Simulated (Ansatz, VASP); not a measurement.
# TiSi: VASP beside Ansatz

File INCAR:

```
  ALGO = Normal
  EDIFF = 1E-7
  ENCUT = 520
  GGA = PS
  ISIF = 2
  ISMEAR = 0
  LASPH = T
  LCHARG = F
  LREAL = F
  LWAVE = F
  NBANDS = 15
  NELM = 60
  PREC = Accurate
  SIGMA = 0.15
```

KPOINTS

```
k-points
0
Gamma
  18 24 24
```

The input POSCAR:

```
TiSi
1.0
    3.6745497628      0.0000000000      0.0000000000
    0.0000000000      1.7464693518      2.2015275990
    0.0000000000     -1.7464693518      2.2015275990
Ti Si
1 1
Direct
    0.0000000000      0.0507344298      0.0507344298
    0.5000000000      0.5507655702      0.5507655702
```

Input for Ansatz:

```yaml
crystal:
  lattice:
    - [3.6745497628, 0.0, 0.0]
    - [0.0, 1.7464693518, 2.201527599]
    - [0.0, -1.7464693518, 2.201527599]
  atoms:
    - { symbol: Ti, position: [0.0, 0.0507344298, 0.0507344298] }
    - { symbol: Si, position: [0.5, 0.5507655702, 0.5507655702] }
basis:
  ecutwfc: 420
kpoints:
  mp_grid: { grid: [18, 24, 24] }
hamiltonian:
  xc: pbesol
scf:
  occupations: { method: gaussian, width: 0.15 }
output:
  forces: true
  stress: true
  eigenvalues: true
```

Alike in both runs: task single point; functional PBEsol; k mesh 18 × 24 × 24; occupations gaussian, width 0.15 eV; no spin polarisation.

```csv
,VASP,Ansatz
version,VASP 6.6.1,Ansatz 0.2.0
potentials or method,"VASP PAW PBE potentials, release 64 (Ti_sv, Si), cutoff 520 eV","scalar-relativistic, plane waves, PAW"
valence electrons in the cell,16,16
```

VASP gave:

| Property | Result |
| --- | --- |
| gap on the k mesh at the Fermi level (eV) | none |
| pressure (GPa) | 3.3 |
| traceless stress, the component that is largest in VASP (GPa) | -6.76 |

**Question.** Which values does Ansatz return?

**Answer.** gap on the k mesh at the Fermi level (eV): none; pressure (GPa): 3.2; traceless stress, the component that is largest in VASP (GPa): -6.68.

VASP's potentials were made for PBE, not for PBEsol. A gap of «none» marks a metal or a gap that the smearing closes.
